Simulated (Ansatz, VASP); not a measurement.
## Two plane-wave programs on C

```
CELL_PARAMETERS angstrom
2.46497 0.00000 0.00000
-1.23249 2.13473 0.00000
0.00000 0.00000 6.74417
ATOMIC_POSITIONS crystal
C 0.00000 0.00000 0.25000
C 0.00000 0.00000 0.75000
C 0.33333 0.66667 0.25000
C 0.66667 0.33333 0.75000
```

Alike in both runs: task relaxation of cell and atoms; functional PBEsol; k mesh 21 × 21 × 6; occupations gaussian, width 0.1 eV; no spin polarisation.

|  | VASP | Ansatz |
| --- | --- | --- |
| version | VASP 6.6.1 | Ansatz 0.2.0 |
| potentials or method | VASP PAW PBE potentials, release 64 (C), cutoff 600 eV | scalar-relativistic, plane waves, PAW |
| valence electrons in the cell | 16 | 16 |

VASP gave:

* gap on the k mesh at the Fermi level, each at its own relaxed structure (eV): none
* relaxed volume (Å³/atom): 9.33
* relaxed cell length with the largest relative difference (Å): 7.121

Problem. What did Ansatz give for the same quantities?

Solution. gap on the k mesh at the Fermi level, each at its own relaxed structure (eV): none; relaxed volume (Å³/atom): 9.48; relaxed cell length with the largest relative difference (Å): 7.245.

VASP's potentials were made for PBE, not for PBEsol. A gap of «none» marks a metal or a gap that the smearing closes.
